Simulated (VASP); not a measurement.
# CuO: relaxation of shape and atoms at fixed volume with PBE+U

Crystal: CuO.

```
Cu O
1.0
     2.34185   -1.71130    0.00000
     2.34185    1.71130    0.00000
    -0.85003    0.00000    5.05787
Cu O
2 2
Direct
  0.00000 0.50000 0.00000
  0.50000 0.00000 0.50000
  0.58160 0.41840 0.25000
  0.41840 0.58160 0.75000
```

| Property | Result |
| --- | --- |
| Program | VASP 6.6.1 |
| Task | relaxation of shape and atoms at fixed volume |
| Functional | PBE |
| Potentials or basis | VASP PAW PBE potentials, release 64 (Cu, O) |
| Cutoff | 600 eV |
| k mesh | 8 × 8 × 6 |
| Occupations | gaussian, width 0.05 eV |
| Spin | collinear spin, ferromagnetic start |
| Starting moments | [0.66, 0.66, 0.0, 0.0] μB |
| Hubbard terms | Cu d U = 4.0 eV |
| Dipole correction | no |
| Further INCAR settings | ALGO = Normal; EDIFF = 1e-07; IBRION = 2; EDIFFG = -0.015; NSW = 60; ISIF = 4 |

The energy gained by relaxing is 2.0 meV/atom and the ionic steps are 10. The pressure after relaxing is 7.2 GPa, the largest force after relaxing is 0.005 eV/Å and the band gap on the k mesh is zero (filled and empty bands overlap). The net moment is 1.99 μB per cell and the site moments are Cu +0.66; O +0.30 μB. The valence electrons inside the program's atomic spheres are Cu 9.94; O 5.01.

Forces in eV/Å, atoms in the order of the input:
```
Cu   0.000  0.000  0.000
Cu   0.000  0.000  0.000
O    0.000  0.005  0.000
O    0.000 -0.005  0.000
```

Stress tensor (GPa, compression positive):
```
7.27 0.00 0.20
0.00 7.13 0.00
0.20 0.00 7.21
```

Step by step:
```
step  energy change (eV)  largest force (eV/Å)  pressure (GPa)  volume (Å³)
   1              0.0000                0.0548            4.66        40.54
   2             -0.0012                0.0656            4.84        40.54
   3             -0.0033                0.0978            5.31        40.54
   4             -0.0025                0.1684            6.33        40.54
   5             -0.0039                0.1237            5.71        40.54
   6             -0.0047                0.1108            5.86        40.54
   7             -0.0066                0.0720            6.31        40.54
   8             -0.0078                0.0134            7.24        40.54
   9             -0.0079                0.0024            7.05        40.54
  10             -0.0080                0.0045            7.20        40.54
```

Final structure:
```yaml
crystal:
  lattice:
    - [2.28122, -1.74770, 0.02267]
    - [2.28122, 1.74770, 0.02267]
    - [-0.77906, 0.00000, 5.07640]
  atoms:
    - { symbol: Cu, position: [0.00000, 0.50000, 0.00000] }
    - { symbol: Cu, position: [0.50000, 0.00000, 0.50000] }
    - { symbol: O, position: [0.56597, 0.43403, 0.25000] }
    - { symbol: O, position: [0.43403, 0.56597, 0.75000] }
```

Levels at points of the mesh, in eV from the Fermi level:
Spin up:
```tsv
k point	band 14	band 15	band 16	band 17	band 18	band 19	band 20	band 21	band 22
(0.00, 0.00, 0.00)	-2.95	-2.89	-2.49	-0.62	-0.10	1.63	6.42	8.02	13.92
(0.50, 0.00, 0.00)	-3.05	-2.85	-2.12	-0.99	-0.68	4.67	6.70	6.93	11.40
(0.50, 0.50, 0.00)	-3.98	-3.73	-2.67	-1.84	0.07	3.30	7.56	8.44	10.55
(0.00, 0.00, 0.50)	-3.55	-2.14	-2.14	-0.81	-0.81	3.92	3.92	11.83	11.83
(0.50, 0.00, 0.50)	-3.74	-3.16	-2.76	-1.34	-0.29	5.22	6.57	8.41	8.95
(0.50, 0.50, 0.50)	-3.07	-2.48	-2.48	-1.87	-1.87	5.06	5.06	9.45	9.45
```
Spin down:
```
           k point  band 12  band 13  band 14  band 15  band 16  band 17  band 18  band 19  band 20  band 21
(0.00, 0.00, 0.00)    -3.02    -2.87    -2.46    -2.36    -1.89     1.33     1.92     2.10     6.53     8.38
(0.50, 0.00, 0.00)    -3.58    -3.39    -2.52    -2.29    -1.57     1.35     1.56     4.77     6.89     7.25
(0.50, 0.50, 0.00)    -3.63    -3.45    -3.27    -2.13    -1.45     0.01     2.39     3.29     7.72     8.44
(0.00, 0.00, 0.50)    -3.71    -3.16    -3.16    -1.60    -1.60     1.47     1.47     4.23     4.23    12.00
(0.50, 0.00, 0.50)    -3.58    -3.25    -2.67    -2.33    -2.25     0.92     1.85     5.35     6.85     8.58
(0.50, 0.50, 0.50)    -3.80    -2.54    -2.54    -1.89    -1.89     0.91     0.91     5.09     5.09     9.71
```

Eigenvalues of the final occupation matrices:
| site | spin | trace | eigenvalues |
| --- | --- | --- | --- |
| site 1 d | 1 | 4.91 | 0.96 0.97 0.97 0.98 1.03 |
| site 1 d | 2 | 4.26 | 0.40 0.95 0.97 0.97 0.98 |
| site 2 d | 1 | 4.91 | 0.96 0.97 0.97 0.98 1.03 |
| site 2 d | 2 | 4.26 | 0.40 0.95 0.97 0.97 0.98 |

Run time: 9.9 min on 1 thread of Intel(R) Xeon(R) 6975P-C (Granite Rapids), on a shared host, peak memory 0.32 GiB.

The state reached can hang on the start; a lower one may exist.
